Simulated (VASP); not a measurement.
Here is a VASP 6.6.1 calculation.

The input POSCAR:

```
TlBr
1.0
    3.9999066500      0.0000000000      0.0000000000
    0.0000000000      3.9999066500      0.0000000000
    0.0000000000      0.0000000000      3.9999066500
Tl Br
1 1
Direct
    0.0000000000      0.0000000000      0.0000000000
    0.5000000000      0.5000000000      0.5000000000
```

Contents of INCAR.step1:

```
PREC = Accurate
ENCUT = 550
ISMEAR = -1
SIGMA = 0.02
LREAL = False
LASPH = True
NELM = 120
GGA = PE
ALGO = Normal
EDIFF = 1E-5
LWAVE = True
LCHARG = False
GGA_COMPAT = False
IBRION = 2
ISIF = 3
EDIFFG = -0.005
NELMIN = 4
NSW = 100
```

INCAR.step2

```
PREC = Accurate
ENCUT = 550
EDIFF = 1E-7
ISMEAR = -1
SIGMA = 0.02
LREAL = False
LASPH = True
NELM = 120
ALGO = Normal
ISIF = 3
LWAVE = False
LCHARG = False
METAGGA = R2SCAN
LMIXTAU = True
LUSE_VDW = True
IVDW_NL = 2
BPARAM = 11.95
CPARAM = 0.0093
IBRION = 2
NSW = 80
EDIFFG = -0.005
ISTART = 1
GGA_COMPAT = False
NELMIN = 4
```

The input KPOINTS:

```
Automatic mesh
0
Gamma
  6 6 6
```

Potentials or basis: VASP PAW PBE potentials, release 64 (Tl_d, Br).

Launch:

```bash
$ cat potpaw_PBE.64/Tl_d/POTCAR potpaw_PBE.64/Br/POTCAR > POTCAR
$ cp INCAR.step1 INCAR
$ mpirun -np 1 vasp_std > vasp.out
$ cp INCAR.step2 INCAR
$ mpirun -np 1 vasp_std > vasp.out
```

**Question.** What does it give for the relaxed cell?

**Answer.** a = 3.953 Å, b = 3.953 Å, c = 3.953 Å, α = 90.00°, β = 90.00°, γ = 90.00°.

**Question.** What does it give for the relaxed volume?

**Answer.** 30.89 Å³/atom.

**Question.** Estimate the band gap on the k mesh.

**Answer.** 2.20 eV.

**Question.** What does it give for the space group after relaxing (to 0.1 Å)?

**Answer.** Pm-3m (No. 221).

Step by step:
| step | energy change (eV) | largest force (eV/Å) | pressure (GPa) | volume (Å³) |
| --- | --- | --- | --- | --- |
| 1 | 0.0000 | 0.0000 | -0.91 | 64.00 |
| 2 | -0.0062 | 0.0000 | -0.26 | 62.33 |
| 3 | -0.0066 | 0.0000 | 0.00 | 61.77 |

Caveat: the PAW data sets were made with another functional, which shifts forces and pressure a little; spin-orbit coupling is left out, which moves the levels of the heavy elements. A k mesh can miss the band edges.
